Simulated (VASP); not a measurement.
**LiGe6As8: relaxation of cell and atoms with PBE**

The system is LiGe6As8.

```
Li Ge As
1.0
     0.00000    5.70573    5.70573
     5.70573    0.00000    5.70573
     5.70573    5.70573    0.00000
Li Ge As
1 6 8
Direct
  0.50000 0.50000 0.50000
  0.50000 0.00000 0.50000
  0.50000 0.00000 0.00000
  0.00000 0.00000 0.50000
  0.00000 0.50000 0.00000
  0.00000 0.50000 0.50000
  0.50000 0.50000 0.00000
  0.85757 0.42729 0.85757
  0.14243 0.14243 0.14243
  0.85757 0.85757 0.85757
  0.57271 0.14243 0.14243
  0.85757 0.85757 0.42729
  0.42729 0.85757 0.85757
  0.14243 0.14243 0.57271
  0.14243 0.57271 0.14243
```

```json
{"Program": "VASP 6.6.1", "Task": "relaxation of cell and atoms", "Functional": "PBE", "Potentials or basis": "VASP PAW PBE potentials, release 64 (Li_sv, Ge_d, As)", "Cutoff": "600 eV", "k mesh": "4 × 4 × 4", "Occupations": "gaussian, width 0.1 eV", "Spin": "no spin polarisation", "Dipole correction": "no", "Further INCAR settings": "LREAL = Auto; ALGO = Normal; EDIFF = 1e-06; IBRION = 2; EDIFFG = -0.04; NSW = 90; ISIF = 3"}
```

```yaml
Relaxed_volume: 28.57 Å³/atom
Relaxed_cell: a = 8.463 Å, b = 8.463 Å, c = 8.463 Å, α = 60.00°, β = 60.00°, γ = 60.00°
Space_group_after_relaxing_to_0.05_Å: Fm-3m (No. 225)
Energy_gained_by_relaxing: 222.9 meV/atom
Ionic_steps: 17
Pressure_after_relaxing: 0.0 GPa
Largest_force_after_relaxing: 0.036 eV/Å
```

Forces on the atoms (eV/Å):
```
Li   0.000  0.000  0.000
Ge   0.000  0.000  0.000
Ge   0.000  0.000  0.000
Ge   0.000  0.000  0.000
Ge   0.000  0.000  0.000
Ge   0.000  0.000  0.000
Ge   0.000  0.000  0.000
As  -0.021  0.021 -0.021
As  -0.021 -0.021 -0.021
As   0.021  0.021  0.021
As  -0.021  0.021  0.021
As  -0.021 -0.021  0.021
As   0.021 -0.021 -0.021
As   0.021  0.021 -0.021
As   0.021 -0.021  0.021
```

Step by step:
```csv
step,energy change (eV),largest force (eV/Å),pressure (GPa),volume (Å³)
1,0.0000,1.1878,10.64,371.50
2,-2.1391,0.3224,-2.09,467.16
3,-2.2730,0.4560,-0.25,444.30
4,-2.2730,0.4458,-0.36,445.85
5,-2.3545,0.4362,-0.39,443.63
6,-2.5940,0.4367,-0.29,437.03
7,-2.9626,0.1901,0.22,424.02
8,-3.0184,0.1502,3.15,398.78
9,-3.0567,0.1086,3.11,399.96
10,-3.1220,0.1343,2.92,403.50
11,-3.1841,0.1020,2.44,407.16
12,-3.3073,0.0146,1.08,418.25
13,-3.2941,0.1136,-1.11,441.03
14,-3.3418,0.0531,0.00,428.86
15,-3.3418,0.0503,0.06,428.34
16,-3.3421,0.0468,0.03,428.40
17,-3.3429,0.0360,0.02,428.60
```

Final structure:
```
Li Ge As
1.0
     0.00000    5.98421    5.98421
     5.98421    0.00000    5.98421
     5.98421    5.98421    0.00000
Li Ge As
1 6 8
Cartesian
  5.9842 5.9842 5.9842
  2.9921 5.9842 2.9921
  0.0000 2.9921 2.9921
  2.9921 2.9921 0.0000
  2.9921 0.0000 2.9921
  5.9842 2.9921 2.9921
  2.9921 2.9921 5.9842
  7.3573 10.5954 7.3573
  1.3731 1.3731 1.3731
  10.5954 10.5954 10.5954
  1.3731 4.6112 4.6112
  7.3573 7.3573 10.5954
  10.5954 7.3573 7.3573
  4.6112 4.6112 1.3731
  4.6112 1.3731 4.6112
```

Levels at points of the mesh, in eV from the Fermi level:
| k point | band 61 | band 62 | band 63 | band 64 | band 65 | band 66 |
| --- | --- | --- | --- | --- | --- | --- |
| (0.00, 0.00, 0.00) | -0.81 | -0.75 | -0.75 | 0.22 | 0.22 | 0.22 |
| (0.50, 0.00, 0.00) | -0.23 | 0.18 | 0.18 | 0.28 | 0.28 | 0.56 |
| (0.50, 0.50, 0.00) | -0.88 | -0.56 | -0.54 | -0.54 | -0.10 | -0.10 |

It took 84 min on 1 thread of AMD EPYC 7R13 Processor (Zen 3) (shared host), peak memory 0.72 GiB.

Caveat: the cutoff is under 1.25 times the usual one of these potentials, so pressure, stress and relaxed cells hold a basis-set (Pulay) error; the volume moved by over 15 % at a fixed basis, so the end points are rough.
